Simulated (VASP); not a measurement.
# SnSe2 (P-3m1) in VASP: a series of runs

The runs below take SnSe2 through single point, with PBE.

All numbers are computed with VASP 6.6.1; they aren't measurements. Logs are shortened: lines on timing, memory, paths and dates and some standing lists are left out, and cuts for length are marked.

## 1. The cell of the first run

The structure is trigonal, space group P-3m1 (No. 164). Conventional cell: a = 3.605 Å, b = 3.605 Å, c = 6.227 Å, α = 90.00°, β = 90.00°, γ = 120.00°. Sn (site symmetry -3m) has 6 Se at 2.65 Å and 6 Sn at 3.61 Å within 3.7 Å. Within 3.7 Å of Se (site symmetry 3m) lie 3 Sn at 2.65 Å and 9 Se at 3.61 Å.

## 2. Single point, PBE (biaxial xy strain -5.8%)

INCAR

```
SYSTEM = SnSe2
PREC = Accurate
ENCUT = 520
EDIFF = 1E-6
ISMEAR = -1
SIGMA = 0.02
LREAL = .False.
LASPH = .True.
NELM = 80
ALGO = Normal
ISIF = 2
LWAVE = .False.
LCHARG = .False.
GGA = PE
NBANDS = 20
```

KPOINTS

```
regular mesh
0
Gamma
  12 12 4
  0 0 0
```

POSCAR

```
SnSe2
1.0
    3.6052169145      0.0000000000      0.0000000000
   -1.8026084572      3.1222094341      0.0000000000
    0.0000000000      0.0000000000      6.2270561801
Sn Se
1 2
Direct
    0.0000000000      0.0000000000      0.0000000000
    0.3333333333      0.6666666667      0.2631953217
    0.6666666667      0.3333333333      0.7368046783
```

Potentials or basis: VASP PAW PBE potentials, release 64 (Sn_d, Se).

Started as:

```bash
> cat potpaw_PBE.64/Sn_d/POTCAR potpaw_PBE.64/Se/POTCAR > POTCAR
> mpirun -np 1 vasp_std > vasp.out
```

OUTCAR:

```text
SYSTEM = SnSe2
   PREC = Accurate
   ENCUT = 520
   EDIFF = 1E-6
   ISMEAR = -1
   LREAL = .False.
   LASPH = .True.
   NELM = 80
   ISIF = 2
   GGA = PE

 ion  position               nearest neighbor table
   1  0.000  0.000  0.000-   2 2.65   3 2.65   2 2.65   3 2.65   3 2.65   2 2.65
   2  0.333  0.667  0.263-   1 2.65   1 2.65   1 2.65
   3  0.667  0.333  0.737-   1 2.65   1 2.65   1 2.65

  LATTYP: Found a hexagonal cell.
 ALAT       =     3.6052169145
 C/A-ratio  =     1.7272348177

  Lattice vectors:

 A1 = (   3.6052169145,   0.0000000000,   0.0000000000)
 A2 = (  -1.8026084572,   3.1222094341,   0.0000000000)
 A3 = (   0.0000000000,   0.0000000000,   6.2270561801)

Analysis of symmetry for initial positions (statically):
=====================================================================
 Subroutine PRICEL returns:
 Original cell was already a primitive cell.

 Routine SETGRP: Setting up the symmetry group for a
 hexagonal supercell.

 Subroutine GETGRP returns: Found 12 space group operations
 (whereof 12 operations were pure point group operations)
 out of a pool of 24 trial point group operations.

The static configuration has the point symmetry D_3d.

Analysis of symmetry for dynamics (positions and initial velocities):
=====================================================================
 Subroutine PRICEL returns:
 Original cell was already a primitive cell.

 Routine SETGRP: Setting up the symmetry group for a
 hexagonal supercell.

 Subroutine GETGRP returns: Found 12 space group operations
 (whereof 12 operations were pure point group operations)
 out of a pool of 24 trial point group operations.

The dynamic configuration has the point symmetry D_3d.

 Subroutine INISYM returns: Found 12 space group operations
 (whereof 12 operations are pure point group operations),
 and found     1 'primitive' translations

----------------------------------------------------------------------------------------

                                     Primitive cell

  volume of cell :      70.0933

  direct lattice vectors                    reciprocal lattice vectors
     3.605216915  0.000000000  0.000000000     0.277375821  0.160143005  0.000000000
    -1.802608457  3.122209434  0.000000000     0.000000000  0.320286009  0.000000000
     0.000000000  0.000000000  6.227056180     0.000000000  0.000000000  0.160589526

  length of vectors
     3.605216915  3.605216914  6.227056180     0.320286009  0.320286009  0.160589526

  position of ions in fractional coordinates (direct lattice)
     0.000000000  0.000000000  0.000000000
     0.333333333  0.666666667  0.263195322
     0.666666667  0.333333333  0.736804678

  ion indices of the primitive-cell ions
   primitive index   ion index
                 1           1
                 2           2
                 3           3

----------------------------------------------------------------------------------------

 KPOINTS: regular mesh

Automatic generation of k-mesh.
 Grid dimensions read from file:
 generate k-points for:   12   12    4

 Generating k-lattice:

  Cartesian coordinates                     Fractional coordinates (reciprocal lattice)
     0.023114652  0.013345250  0.000000000     0.083333333  0.000000000  0.000000000
     0.000000000  0.026690501  0.000000000     0.000000000  0.083333333  0.000000000
     0.000000000  0.000000000  0.040147381     0.000000000  0.000000000  0.250000000

  Length of vectors
     0.026690501  0.026690501  0.040147381

  Shift w.r.t. Gamma in fractional coordinates (k-lattice)
     0.000000000  0.000000000  0.000000000

 Subroutine IBZKPT returns following result:
 ===========================================

 Found     69 irreducible k-points:

 Following reciprocal coordinates:
            Coordinates               Weight
  0.000000  0.000000  0.000000      1.000000
  0.083333 -0.000000  0.000000      6.000000
  0.166667  0.000000  0.000000      6.000000
  0.250000  0.000000  0.000000      6.000000
  0.333333 -0.000000  0.000000      6.000000
  0.416667  0.000000  0.000000      6.000000
[... 16 lines left out ...]
  0.166667  0.000000  0.250000      6.000000
  0.000000  0.166667  0.250000      6.000000
 [... further k-points ...]
   k-points           NKPTS =     69   k-points in BZ     NKDIM =     69   number of bands    NBANDS=     20
   number of dos      NEDOS =    301   number of ions     NIONS =      3
   total plane-waves  NPLWV =  37632
   dimension x,y,z NGX =    28 NGY =   28 NGZ =   48
   dimension x,y,z NGXF=    56 NGYF=   56 NGZF=   96
   ions per type =               1   2
   NGX,Y,Z   is equivalent  to a cutoff of  12.91, 12.91, 12.81 a.u.
   NGXF,Y,Z  is equivalent  to a cutoff of  25.82, 25.82, 25.63 a.u.
 SYSTEM =  SnSe2
   PREC   = accura    normal or accurate (medium, high low for compatibility)
   ISTART =      0    job   : 0-new  1-cont  2-samecut
   ICHARG =      2    charge: 1-file 2-atom 10-const
   ISPIN  =      1    spin polarized calculation?
   LNONCOLLINEAR =      F non collinear calculations
   LSORBIT =      F    spin-orbit coupling
   LASPH  =      T    aspherical Exc in radial PAW
   ENCUT  =  520.0 eV  38.22 Ry    6.18 a.u.   6.70  6.70 11.58*2*pi/ulx,y,z
   NELM   =     80;   NELMIN=  2; NELMDL= -5     # of ELM steps
   EDIFF  = 0.1E-05   stopping-criterion for ELM
   LREAL  =      F    real-space projection
   EDIFFG = 0.1E-04   stopping-criterion for IOM
   NSW    =      0    number of steps for IOM
   IBRION =     -1    ionic relax: 0-MD 1-quasi-New 2-CG
   NFREE  =      0    steps in history (QN), initial steepest desc. (CG)
   ISIF   =      2    stress and relaxation
   ISYM   =      2    0-nonsym 1-usesym 2-fastsym
   POTIM  = 0.5000    time-step for ionic-motion
   TEBEG  =    0.0;   TEEND  =   0.0 temperature during run
   PSTRESS=    0.0 pullay stress
   NELECT =      26.0000    total number of electrons
   NUPDOWN=      -1.0000    fix difference up-down
   EMIN   =  10.00;   EMAX   =-10.00  energy-range for DOS
   EFERMI =   0.00;   METHOD = LEGACY
   ISMEAR =    -1;   SIGMA  =   0.02  broadening in eV -4-tet -1-fermi 0-gaus
   EFERMI_NEDOS =   21; number of points for ismear=-14 and -15
   IALGO  =     38    algorithm
   IMIX   =      4    mixing-type and parameters
     AMIX     =   0.40;   BMIX     =  1.00
     AMIX_MAG =   1.60;   BMIX_MAG =  1.00
  volume/ion in A,a.u.               =      23.36       157.67
  Fermi-wavevector in a.u.,A,eV,Ry     =   1.176271  2.222829 18.825188  1.383612
  Thomas-Fermi vector in A             =   2.312637
   LORBIT       =      0    0 simple, 1 ext, 2 COOP (PROOUT), +10 PAW based schemes
   GGA     = PE    functional components
   LHFCALC =     F    Hartree Fock is set to
   AEXX    =    0.0000 exact exchange contribution
   IVDW    =     0    specifies the selected vdW correction
   LEPSILON=     F    determine dielectric tensor
   LRPA    =     F    only Hartree local field effects (RPA)
 non-spin polarized calculation
  energy-cutoff  :      520.00
  volume of cell :       70.09
 maximum number of plane-waves:      1919
 NGX is ok and might be reduce to    28
   NGX = 13   NGY = 13   NGZ = 23

 number of electron      25.9999991 magnetization

 Free energy of the ion-electron system (eV)
  ---------------------------------------------------
  ext. energy  EPLUGINS =         0.00000000
  ---------------------------------------------------
  free energy    TOTEN  =       -11.44208408 eV

  energy without entropy =      -11.44207720  energy(sigma->0) =      -11.44208064

 E-fermi :   5.7006     XC(G=0):  -9.9703

 val. band max:        5.5620228703   @ k =   0.0833  -0.0000   0.2500
 cond. band min:       5.8234109822   @ k =   0.5000   0.0000   0.5000
 fundamental gap:      0.2613881119
 Fermi energy:         5.7005730016

 k-point     1 :       0.0000    0.0000    0.0000
  band No.  band energies     occupation
      1     -16.0900      2.00000
      2     -16.0900      2.00000
      3     -16.0236      2.00000
      4     -16.0032      2.00000
      5     -16.0032      2.00000
      6      -9.2517      2.00000
[... 12 lines left out ...]
     19      14.7058      0.00000
     20      14.7058      0.00000

 k-point     2 :       0.0833   -0.0000    0.0000
  band No.  band energies     occupation
      1     -16.0937      2.00000
      2     -16.0848      2.00000
      3     -16.0203      2.00000
      4     -16.0074      2.00000
      5     -16.0035      2.00000
      6      -9.1686      2.00000
[... 12 lines left out ...]
     19      13.8045      0.00000
     20      14.7936      0.00000

 k-point     3 :       0.1667    0.0000    0.0000
  band No.  band energies     occupation
      1     -16.1055      2.00000
      2     -16.0713      2.00000
      3     -16.0193      2.00000
      4     -16.0092      2.00000
      5     -16.0036      2.00000
      6      -8.9237      2.00000
[... 12 lines left out ...]
     19      13.6889      0.00000
     20      14.6638      0.00000

 k-point     4 :       0.2500    0.0000    0.0000
  band No.  band energies     occupation
      1     -16.1242      2.00000
      2     -16.0554      2.00000
      3     -16.0321      2.00000
      4     -16.0012      2.00000
      5     -15.9949      2.00000
      6      -8.5331      2.00000
[... 12 lines left out ...]
     19      14.1773      0.00000
     20      14.8634      0.00000

 k-point     5 :       0.3333   -0.0000    0.0000
  band No.  band energies     occupation
      1     -16.1447      2.00000
      2     -16.0449      2.00000
      3     -16.0434      2.00000
      4     -15.9932      2.00000
      5     -15.9800      2.00000
      6      -8.0361      2.00000
[... 12 lines left out ...]
     19      14.6282      0.00000
     20      15.4517      0.00000

 k-point     6 :       0.4167    0.0000    0.0000
  band No.  band energies     occupation
      1     -16.1605      2.00000
      2     -16.0510      2.00000
      3     -16.0411      2.00000
      4     -15.9834      2.00000
      5     -15.9690      2.00000
      6      -7.5246      2.00000
[... 12 lines left out ...]
     19      14.9144      0.00000
     20      15.8875      0.00000

 k-point     7 :       0.5000    0.0000    0.0000
  band No.  band energies     occupation
      1     -16.1663      2.00000
      2     -16.0537      2.00000
      3     -16.0404      2.00000
      4     -15.9791      2.00000
      5     -15.9650      2.00000
      6      -7.2476      2.00000
[... 12 lines left out ...]
     19      15.3956      0.00000
     20      15.4782      0.00000
[... 277 lines left out ...]
 k-point    20 :       0.0000    0.0000    0.2500
  band No.  band energies     occupation
      1     -16.0900      2.00000
      2     -16.0900      2.00000
      3     -16.0235      2.00000
      4     -16.0032      2.00000
      5     -16.0032      2.00000
      6      -9.1520      2.00000
[... 12 lines left out ...]
     19      14.3600      0.00000
     20      14.3600      0.00000

 k-point    21 :       0.0833   -0.0000    0.2500
  band No.  band energies     occupation
      1     -16.0937      2.00000
      2     -16.0848      2.00000
      3     -16.0202      2.00000
      4     -16.0074      2.00000
      5     -16.0035      2.00000
      6      -9.0693      2.00000
[... 12 lines left out ...]
     19      13.4137      0.00000
     20      14.6973      0.00000

 k-point    22 :       0.0000    0.0833    0.2500
  band No.  band energies     occupation
      1     -16.0937      2.00000
      2     -16.0848      2.00000
      3     -16.0202      2.00000
      4     -16.0074      2.00000
      5     -16.0035      2.00000
      6      -9.0692      2.00000
[... 12 lines left out ...]
     19      13.5245      0.00000
     20      14.3748      0.00000

 k-point    23 :       0.1667    0.0000    0.2500
  band No.  band energies     occupation
      1     -16.1056      2.00000
      2     -16.0713      2.00000
      3     -16.0193      2.00000
      4     -16.0091      2.00000
      5     -16.0036      2.00000
      6      -8.8260      2.00000
[... 12 lines left out ...]
     19      13.7434      0.00000
     20      14.6063      0.00000

 k-point    24 :       0.0000    0.1667    0.2500
  band No.  band energies     occupation
      1     -16.1056      2.00000
      2     -16.0713      2.00000
      3     -16.0194      2.00000
      4     -16.0091      2.00000
      5     -16.0036      2.00000
      6      -8.8251      2.00000
[... 12 lines left out ...]
     19      13.4354      0.00000
     20      14.6927      0.00000

 [... further k-points ...]

------------------------ aborting loop because EDIFF is reached ----------------------------------------

  FORCE on cell =-STRESS in cart. coord.  units (eV):
  Direction    XX          YY          ZZ          XY          YZ          ZX
  --------------------------------------------------------------------------------------
  -------------------------------------------------------------------------------------
  Total        5.8665489      5.8665489      2.5840353      0.0000000      0.0000000      0.0000000
  in kB      134.0963833    134.0963833     59.0653542      0.0000000      0.0000000      0.0000000
  external PRESSURE =     109.0860402 kB  Pullay stress =       0.0000000 kB

 VOLUME and BASIS-vectors are now :
 -----------------------------------------------------------------------------
  energy-cutoff  :      520.00
  volume of cell :       70.09
      direct lattice vectors                 reciprocal lattice vectors
     3.605216915  0.000000000  0.000000000     0.277375821  0.160143005  0.000000000
    -1.802608457  3.122209434  0.000000000     0.000000000  0.320286009  0.000000000
     0.000000000  0.000000000  6.227056180     0.000000000  0.000000000  0.160589526

 POSITION                                       TOTAL-FORCE (eV/Angst)
 -----------------------------------------------------------------------------------
      0.00000      0.00000      0.00000        -0.000000      0.000000     -0.000000
     -0.00000      2.08147      1.63893        -0.000000      0.000000      0.356607
      1.80261      1.04074      4.58812         0.000000     -0.000000     -0.356607
 -----------------------------------------------------------------------------------
    total drift:                                0.000000     -0.000000     -0.000000

  FREE ENERGIE OF THE ION-ELECTRON SYSTEM (eV)
  ---------------------------------------------------
  free  energy   TOTEN  =       -11.4420840763 eV

  energy  without entropy=      -11.4420772017  energy(sigma->0) =      -11.44208064
```

Wall time 95 s (1 thread of Intel Xeon 8259CL, shared host); peak memory 0.24 GiB.

What came out:

- Free energy: -11.4421 eV
- Pressure: 10.9 GPa
- Largest force: 0.357 eV/Å
- Band gap on the k mesh: 0.26 eV (least direct gap 1.14 eV)

Forces on the atoms (eV/Å):
```
Sn   0.000  0.000  0.000
Se   0.000  0.000  0.357
Se   0.000  0.000 -0.357
```

Stress tensor (GPa, compression positive):
```
13.41  0.00  0.00
 0.00 13.41  0.00
 0.00  0.00  5.91
```

Caveat: the cell differs from its parent crystal (biaxial xy strain -5.8%); the cell stands under pressure; spin-orbit coupling is left out, which moves the levels of the heavy elements; this functional lacks dispersion, which binds the layers, so the pressure and a relaxed spacing across them are unreliable.

(Part 1 of 2 ends here.)
